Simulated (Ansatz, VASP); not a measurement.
## Cd: VASP beside Ansatz

INCAR

```
ALGO = Normal
EDIFF = 1E-6
ENCUT = 520
GGA = PS
ISIF = 2
ISMEAR = -1
LASPH = True
LCHARG = True
LELF = True
LREAL = False
LVHAR = True
LWAVE = False
NBANDS = 12
NELM = 80
PREC = Accurate
SIGMA = 0.08
```

KPOINTS

```
k-points
0
Gamma
  17 17 17
```

File POSCAR:

```
Cd
1.0
    0.0000000000      2.0141926554      2.0141926554
    2.0141926554      0.0000000000      2.0141926554
    2.0141926554      2.0141926554      0.0000000000
Cd
1
Direct
    0.0000000000      0.0000000000      0.0000000000
```

Input for Ansatz:

```yaml
crystal:
  lattice:
    - [0.0, 2.0141926554, 2.0141926554]
    - [2.0141926554, 0.0, 2.0141926554]
    - [2.0141926554, 2.0141926554, 0.0]
  atoms:
    - { symbol: Cd, position: [0.0, 0.0, 0.0] }
kpoints:
  mp_grid: { grid: [17, 17, 17] }
scf:
  occupations: { method: fermi_dirac, width: 0.08 }
hamiltonian:
  xc: pbesol
  pseudopotentials: { kind: paw, level: accurate }
output:
  forces: true
  stress: true
  eigenvalues: true
```

Alike in both runs: task single point; functional PBEsol; k mesh 17 × 17 × 17; occupations fermi-dirac, width 0.08 eV; no spin polarisation.

|  | VASP | Ansatz |
| --- | --- | --- |
| version | VASP 6.6.1 | Ansatz 0.2.0 |
| potentials or method | VASP PAW PBE potentials, release 64 (Cd) | PAW with other files of Ansatz's library (level accurate), scalar-relativistic |
| plane-wave cutoff (eV) | 520 | 620 |
| valence electrons in the cell | 12 | 20 |

|  | VASP | Ansatz | Ansatz less VASP |
| --- | --- | --- | --- |
| pressure (GPa) | 30.5 | 29.3 | -1.24 |

VASP's potentials were made for PBE, not for PBEsol. Both programs put the cell under a high pressure, so it lies far from rest at this level. With one functional, cell and mesh, what is left measures potentials, basis and numerics. VASP's potentials hold 12 valence electrons a cell and Ansatz's 20, so a difference there can come from the potentials and not from the codes.
